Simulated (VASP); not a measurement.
# HPt6 in VASP: a series of runs, part 2 of 3

VASP 6.6.1. The steps go on from the part before.

## (4) Single point, PBE

INCAR reads:

```
SYSTEM = HPt6
PREC = Accurate
ENCUT = 520
EDIFF = 1E-6
ISMEAR = 0
SIGMA = 0.1
LREAL = .False.
LASPH = .True.
NELM = 60
ALGO = Normal
ISIF = 2
LWAVE = .False.
LCHARG = .False.
LDIPOL = .True.
IDIPOL = 3
DIPOL = 0.5 0.5 0.298
GGA = PE
NBANDS = 74
```

KPOINTS reads:

```
regular mesh
0
Gamma
  6 6 1
  0 0 0
```

POSCAR reads:

```
HPt6
1.0
    5.6143281343      0.0000000000      0.0000000000
   -2.8071640672      4.8621507895      0.0000000000
    0.0000000000      0.0000000000     22.6192653717
Pt H
12 2
Direct
    0.3333333333      0.1666666667      0.1768404028
    0.3333333333      0.6666666667      0.1768404028
    0.8333333333      0.1666666667      0.1768404028
    0.8333333333      0.6666666667      0.1768404028
    0.1666666667      0.3333333333      0.2789526245
    0.1666666667      0.8333333333      0.2789526245
    0.6666666667      0.3333333333      0.2789526245
    0.6666666667      0.8333333333      0.2789526245
    0.0000000000      0.0000000000      0.3810585901
    0.0000000000      0.5000000000      0.3810585901
    0.5000000000      0.0000000000      0.3810585901
    0.5000000000      0.5000000000      0.3810585901
    0.2165785766      0.4331571533      0.4151003676
    0.2834214234      0.5668428467      0.4151003676
```

Potentials or basis: VASP PAW PBE potentials, release 64 (Pt, H).

Run with:

```bash
> cat potpaw_PBE.64/Pt/POTCAR potpaw_PBE.64/H/POTCAR > POTCAR
> mpirun -np 1 vasp_std > vasp.out
```

OUTCAR:

```text
SYSTEM = HPt6
   PREC = Accurate
   ENCUT = 520
   EDIFF = 1E-6
   ISMEAR = 0
   LREAL = .False.
   LASPH = .True.
   NELM = 60
   ISIF = 2
   GGA = PE

 ion  position               nearest neighbor table
   1  0.333  0.167  0.177-   4 2.81   4 2.81   3 2.81   3 2.81   2 2.81   2 2.81   5 2.82   7 2.82
                             6 2.82
   2  0.333  0.667  0.177-   3 2.81   3 2.81   4 2.81   4 2.81   1 2.81   1 2.81   6 2.82   8 2.82
                             5 2.82
   3  0.833  0.167  0.177-   2 2.81   2 2.81   1 2.81   1 2.81   4 2.81   4 2.81   7 2.82   5 2.82
                             8 2.82
   4  0.833  0.667  0.177-   1 2.81   1 2.81   2 2.81   2 2.81   3 2.81   3 2.81   8 2.82   6 2.82
                             7 2.82
   5  0.167  0.333  0.279-   8 2.81   8 2.81   7 2.81   7 2.81   6 2.81   6 2.81  12 2.82   9 2.82
                            10 2.82   1 2.82   3 2.82   2 2.82
   6  0.167  0.833  0.279-   7 2.81   7 2.81   8 2.81   8 2.81   5 2.81   5 2.81  11 2.82  10 2.82
                             9 2.82   2 2.82   4 2.82   1 2.82
   7  0.667  0.333  0.279-   6 2.81   6 2.81   5 2.81   5 2.81   8 2.81   8 2.81  10 2.82  11 2.82
                            12 2.82   3 2.82   1 2.82   4 2.82
   8  0.667  0.833  0.279-   5 2.81   5 2.81   6 2.81   6 2.81   7 2.81   7 2.81   9 2.82  12 2.82
                            11 2.82   4 2.82   2 2.82   3 2.82
   9  0.000  0.000  0.381-  12 2.81  12 2.81  11 2.81  11 2.81  10 2.81  10 2.81   8 2.82   5 2.82
                             6 2.82
  10  0.000  0.500  0.381-  13 1.63  14 1.63  11 2.81  11 2.81  12 2.81  12 2.81   9 2.81   9 2.81
                             7 2.82   6 2.82   5 2.82
  11  0.500  0.000  0.381-  10 2.81  10 2.81   9 2.81   9 2.81  12 2.81  12 2.81   6 2.82   7 2.82
                             8 2.82
  12  0.500  0.500  0.381-  14 1.63  13 1.63   9 2.81   9 2.81  10 2.81  10 2.81  11 2.81  11 2.81
                             5 2.82   8 2.82   7 2.82
  13  0.217  0.433  0.415-  14 0.65  10 1.63  12 1.63
  14  0.283  0.567  0.415-  13 0.65  12 1.63  10 1.63

  LATTYP: Found a hexagonal cell.
 ALAT       =     5.6143281343
 C/A-ratio  =     4.0288463429

  Lattice vectors:

 A1 = (   5.6143281343,   0.0000000000,   0.0000000000)
 A2 = (  -2.8071640672,   4.8621507895,   0.0000000000)
 A3 = (   0.0000000000,   0.0000000000,  22.6192653717)

Analysis of symmetry for initial positions (statically):
=====================================================================
 Subroutine PRICEL returns:
 Original cell was already a primitive cell.

 Routine SETGRP: Setting up the symmetry group for a
 hexagonal supercell.

 Subroutine GETGRP returns: Found  2 space group operations
 (whereof  2 operations were pure point group operations)
 out of a pool of 24 trial point group operations.

The static configuration has the point symmetry C_1h.

Analysis of symmetry for dynamics (positions and initial velocities):
=====================================================================
 Subroutine PRICEL returns:
 Original cell was already a primitive cell.

 Routine SETGRP: Setting up the symmetry group for a
 hexagonal supercell.

 Subroutine GETGRP returns: Found  2 space group operations
 (whereof  2 operations were pure point group operations)
 out of a pool of 24 trial point group operations.

The dynamic configuration has the point symmetry C_1h.
[... 106 lines left out ...]
   LNONCOLLINEAR =      F non collinear calculations
   LSORBIT =      F    spin-orbit coupling
   LASPH  =      T    aspherical Exc in radial PAW
   ENCUT  =  520.0 eV  38.22 Ry    6.18 a.u.  10.44 10.44 42.06*2*pi/ulx,y,z
   NELM   =     60;   NELMIN=  2; NELMDL= -5     # of ELM steps
   EDIFF  = 0.1E-05   stopping-criterion for ELM
   LREAL  =      F    real-space projection
   EDIFFG = 0.1E-04   stopping-criterion for IOM
   NSW    =      0    number of steps for IOM
   IBRION =     -1    ionic relax: 0-MD 1-quasi-New 2-CG
   NFREE  =      0    steps in history (QN), initial steepest desc. (CG)
   ISIF   =      2    stress and relaxation
   ISYM   =      2    0-nonsym 1-usesym 2-fastsym
   POTIM  = 0.5000    time-step for ionic-motion
   TEBEG  =    0.0;   TEEND  =   0.0 temperature during run
   PSTRESS=    0.0 pullay stress
   NELECT =     122.0000    total number of electrons
   NUPDOWN=      -1.0000    fix difference up-down
   EMIN   =  10.00;   EMAX   =-10.00  energy-range for DOS
   EFERMI =   0.00;   METHOD = LEGACY
   ISMEAR =     0;   SIGMA  =   0.10  broadening in eV -4-tet -1-fermi 0-gaus
   EFERMI_NEDOS =   21; number of points for ismear=-14 and -15
   IALGO  =     38    algorithm
   IMIX   =      4    mixing-type and parameters
     AMIX     =   0.40;   BMIX     =  1.00
     AMIX_MAG =   1.60;   BMIX_MAG =  1.00
  volume/ion in A,a.u.               =      44.10       297.63
  Fermi-wavevector in a.u.,A,eV,Ry     =   0.953513  1.801878 12.370236  0.909187
  Thomas-Fermi vector in A             =   2.082175
   LORBIT       =      0    0 simple, 1 ext, 2 COOP (PROOUT), +10 PAW based schemes
   GGA     = PE    functional components
   LHFCALC =     F    Hartree Fock is set to
   AEXX    =    0.0000 exact exchange contribution
   IVDW    =     0    specifies the selected vdW correction
   LEPSILON=     F    determine dielectric tensor
   LRPA    =     F    only Hartree local field effects (RPA)
 non-spin polarized calculation
 Gauss-broadening in eV      SIGMA  =   0.10
  energy-cutoff  :      520.00
  volume of cell :      617.45
 maximum number of plane-waves:     16729
 NGX is ok and might be reduce to    42
   NGX = 21   NGY = 21   NGZ = 85

 dipolmoment           0.000000      0.000000      0.274508 electrons x Angstroem

 number of electron     121.9999985 magnetization

 dipolmoment           0.000000      0.000000     -0.059457 electrons x Angstroem

 Free energy of the ion-electron system (eV)
  ---------------------------------------------------
  ext. energy  EPLUGINS =         0.00000000
  ---------------------------------------------------
  free energy    TOTEN  =       -72.46254171 eV

  energy without entropy =      -72.32712619  energy(sigma->0) =      -72.39483395

 E-fermi :  -0.6697     XC(G=0):  -4.8804

 val. band max:       -0.6777979906   @ k =   0.1667   0.0000   0.0000
 cond. band min:      -0.6636104881   @ k =   0.5000   0.0000   0.0000
 fundamental gap:      0.0141875025
 Fermi energy:        -0.6697317201

 k-point     1 :       0.0000    0.0000    0.0000
  band No.  band energies     occupation
      1     -14.4887      2.00000
      2      -9.3495      2.00000
      3      -7.5970      2.00000
      4      -7.2887      2.00000
      5      -7.2109      2.00000
      6      -6.8599      2.00000
[... 977 lines left out ...]
     72       4.2764      0.00000
     73       4.4440      0.00000
 [bands above 73 left out]

------------------------ aborting loop because EDIFF is reached ----------------------------------------

 vacuum level on the upper side and lower side of the slab       (xc-potential included)        -0.358         0.033

  FORCE on cell =-STRESS in cart. coord.  units (eV):
  Direction    XX          YY          ZZ          XY          YZ          ZX
  --------------------------------------------------------------------------------------
  -------------------------------------------------------------------------------------
  Total       -5.3953000     -6.1076584      5.6214331      0.0000000     -0.1337363      0.0000000
  in kB      -13.9997884    -15.8482243     14.5865611      0.0000000     -0.3470205      0.0000000
  external PRESSURE =      -5.0871506 kB  Pullay stress =       0.0000000 kB

 VOLUME and BASIS-vectors are now :
 -----------------------------------------------------------------------------
  energy-cutoff  :      520.00
  volume of cell :      617.45
      direct lattice vectors                 reciprocal lattice vectors
     5.614328134  0.000000000  0.000000000     0.178115703  0.102835149  0.000000000
    -2.807164067  4.862150790  0.000000000     0.000000000  0.205670298  0.000000000
     0.000000000  0.000000000 22.619265372     0.000000000  0.000000000  0.044210101

 POSITION                                       TOTAL-FORCE (eV/Angst)
 -----------------------------------------------------------------------------------
      1.40358      0.81036      4.00000         0.025004      0.003908     -0.126903
     -0.00000      3.24143      4.00000        -0.000000      0.020252      0.002444
      4.21075      0.81036      4.00000        -0.025004      0.003908     -0.126903
      2.80716      3.24143      4.00000         0.000000     -0.033770      0.094381
      0.00000      1.62072      6.30970         0.000000     -0.108587     -0.449647
     -1.40358      4.05179      6.30970        -0.018126      0.129870     -0.194074
      2.80716      1.62072      6.30970         0.000000     -0.066859      0.126673
      1.40358      4.05179      6.30970         0.018126      0.129870     -0.194074
      0.00000      0.00000      8.61927         0.000000     -0.638946     -0.214218
     -1.40358      2.43108      8.61927        -4.123151     -0.108618     -1.526683
      2.80716      0.00000      8.61927        -0.000000      0.732858     -0.345721
      1.40358      2.43108      8.61927         4.123151     -0.108618     -1.526683
     -0.00000      2.10608      9.38927         0.000000    -10.731836      2.240942
      0.00000      2.75608      9.38927        -0.000000     10.776567      2.240466
 -----------------------------------------------------------------------------------
    total drift:                               -0.000000      0.000036      0.000267

  FREE ENERGIE OF THE ION-ELECTRON SYSTEM (eV)
  ---------------------------------------------------
  free  energy   TOTEN  =       -72.4625417059 eV

  energy  without entropy=      -72.3271261939  energy(sigma->0) =      -72.39483395

 vacuum level on the upper side and lower side of the slab         4.609         5.009
```

It took 52 min on 1 thread of Intel Xeon 8259CL, shared host; peak memory 0.86 GiB.

Results:

* Free energy: -72.4625 eV
* Largest force: 11.007 eV/Å
* Band gap on the k mesh: zero (bands 61 and 62 overlap by 0.65 eV)

Forces in eV/Å, atoms in the order of the input:
```
Pt    0.025   0.004  -0.127
Pt    0.000   0.020   0.002
Pt   -0.025   0.004  -0.127
Pt    0.000  -0.034   0.094
Pt    0.000  -0.109  -0.450
Pt   -0.018   0.130  -0.194
Pt    0.000  -0.067   0.127
Pt    0.018   0.130  -0.194
Pt    0.000  -0.639  -0.214
Pt   -4.123  -0.109  -1.527
Pt    0.000   0.733  -0.346
Pt    4.123  -0.109  -1.527
H     0.000 -10.732   2.241
H     0.000  10.777   2.240
```

Caveat: spin-orbit coupling is left out, which moves the levels of the heavy elements.

(Continued in part 3 of 3.)
